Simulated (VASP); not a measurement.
Set up this calculation in VASP 6.6.1, as the native input.

```
Task                   : single point
Functional             : PBE
Potentials or basis    : VASP PAW PBE potentials, release 64 (Sm_3, Ir, F), 4f in core
Cutoff                 : 600 eV
k mesh                 : 14 × 14 × 10
Occupations            : gaussian, width 0.1 eV
Spin                   : collinear spin
Starting moments       : [0.0, -0.17, 0.0] μB
Dipole correction      : no
Further INCAR settings : ALGO = Normal; EDIFF = 1e-06; NBANDS = 24
```

The structure of SmIrF lies in POSCAR:

```
SmIrF
1.0
    3.3512963101      0.0000000000      0.0000000000
    0.0000000000      3.3512963101      0.0000000000
    0.0000000000      0.0000000000      4.6592232332
Sm Ir F
1 1 1
Direct
    0.0000000000      0.0000000000      0.0000000000
    0.5000000000      0.5000000000      0.5000000000
    0.5000000000      0.5000000000      0.0000000000
```

The cell was generated, and may not be a known phase.

One way to write it, as run:

INCAR

```
ALGO = Normal ; EDIFF = 1E-6
ENCUT = 600 ; GGA = PE
GGA_COMPAT = False ; ISIF = 2
ISMEAR = 0 ; ISPIN = 2
LASPH = True ; LCHARG = False
LMAXMIX = 6 ; LORBIT = 11
LREAL = False ; LWAVE = False
MAGMOM = 0 -0.17 0 ; NBANDS = 24
NELM = 200 ; PREC = Accurate
SIGMA = 0.1
```

KPOINTS

```
k-points
0
Gamma
  14 14 10
```

Potentials or basis: VASP PAW PBE potentials, release 64 (Sm_3, Ir, F), 4f in core.

Command:

```sh
$ cat potpaw_PBE.64/Sm_3/POTCAR potpaw_PBE.64/Ir/POTCAR potpaw_PBE.64/F/POTCAR > POTCAR
$ mpirun -np 1 vasp_std > vasp.out
```

Results of the run:

```
Pressure                                              : 0.8 GPa
Net moment                                            : 0.00 μB per cell
Valence electrons inside the program's atomic spheres : Sm 9.04; Ir 7.87; F 6.10
```

Caveat: the magnetic or orbital state may not be the lowest.

It took 5.1 min on 1 thread of AMD EPYC 9R45 (Zen 5) (shared host), peak memory 0.58 GiB.
